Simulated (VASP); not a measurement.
**Si10H4F: single point with LDA**

Si10H4F, a slab with vacuum:

```
CELL_PARAMETERS angstrom
7.67918 0.00000 0.00000
0.00000 7.67918 0.00000
0.00000 0.00000 20.25550
ATOMIC_POSITIONS crystal
H 0.40939 0.00000 0.04937
H 0.09061 0.00000 0.04937
H 0.90939 0.00000 0.04937
H 0.59061 0.00000 0.04937
H 0.40939 0.50000 0.04937
H 0.09061 0.50000 0.04937
H 0.90939 0.50000 0.04937
H 0.59061 0.50000 0.04937
Si 0.25000 0.00000 0.09210
Si 0.75000 0.00000 0.09210
Si 0.25000 0.50000 0.09210
Si 0.75000 0.50000 0.09210
Si 0.25948 0.22927 0.15318
Si 0.74753 0.26429 0.15299
Si 0.25147 0.74229 0.13617
Si 0.73582 0.73870 0.15347
Si 0.01845 0.30411 0.19212
Si 0.48914 0.25724 0.21261
Si 0.99639 0.60862 0.17574
Si 0.51360 0.71110 0.21946
Si 0.91480 0.99992 0.21134
Si 0.64984 0.01181 0.25420
Si 0.05662 0.50758 0.28535
Si 0.53054 0.48865 0.32561
Si 0.40888 0.99111 0.20857
Si 0.76896 0.12105 0.33792
Si 0.24947 0.26576 0.29478
Si 0.77722 0.35630 0.28055
F 0.69867 0.67941 0.31905
F 0.18385 0.85146 0.23874
```

```json
{
 "Program": "VASP 6.6.1",
 "Task": "single point",
 "Functional": "LDA",
 "Potentials or basis": "VASP PAW LDA potentials, release 64 (H, Si, F)",
 "Cutoff": "520 eV",
 "k mesh": "1 × 1 × 1",
 "Occupations": "fermi-dirac, width 0.02 eV",
 "Spin": "no spin polarisation",
 "Dipole correction": "no",
 "Further INCAR settings": "LREAL = Auto; ALGO = Normal; EDIFF = 1e-06; NBANDS = 72"
}
```

```
Largest force : 5.886 eV/Å
```

Forces in eV/Å, atoms in the order of the input:
```
H   -0.299 -0.002  0.058
H    0.494  0.090 -0.171
H   -0.519 -0.011  0.042
H    0.453  0.052 -0.072
H    0.134 -0.583 -0.315
H    0.473 -0.102 -0.162
H   -0.662 -0.159 -0.108
H   -0.074  0.272 -0.352
Si  -0.919 -0.183 -2.163
Si   0.181 -0.085  0.398
Si   0.705 -3.141 -1.327
Si   0.263 -0.123 -1.416
Si   0.822  1.543 -1.815
Si  -0.346 -1.286  0.454
Si   0.491  1.103  2.552
Si   1.498  1.802  0.271
Si  -1.776  0.316  1.541
Si   1.567  3.661  2.103
Si   0.327  0.417  0.581
Si  -1.623 -0.519  1.071
Si   0.939 -0.141 -0.625
Si   0.975 -1.100  0.981
Si  -0.690 -0.677 -0.559
Si   0.771  0.491 -1.788
Si  -4.599 -3.511 -1.083
Si   1.311 -0.950  3.096
Si   0.660  0.611 -0.916
Si   0.226  1.315 -0.882
F   -0.884 -0.314  0.360
F    0.100  1.215  0.245
```

Levels at points of the mesh, in eV from the Fermi level:
```csv
k point,band 48,band 49,band 50,band 51,band 52,band 53,band 54,band 55
"(0.00, 0.00, 0.00)",-0.73,-0.62,-0.20,-0.06,0.06,0.54,0.68,0.83
```

It took 8 min on 1 thread of Intel Xeon 8259CL (shared host), peak memory 0.71 GiB.

Caveat: the k points lie up to 0.82 Å⁻¹ apart.
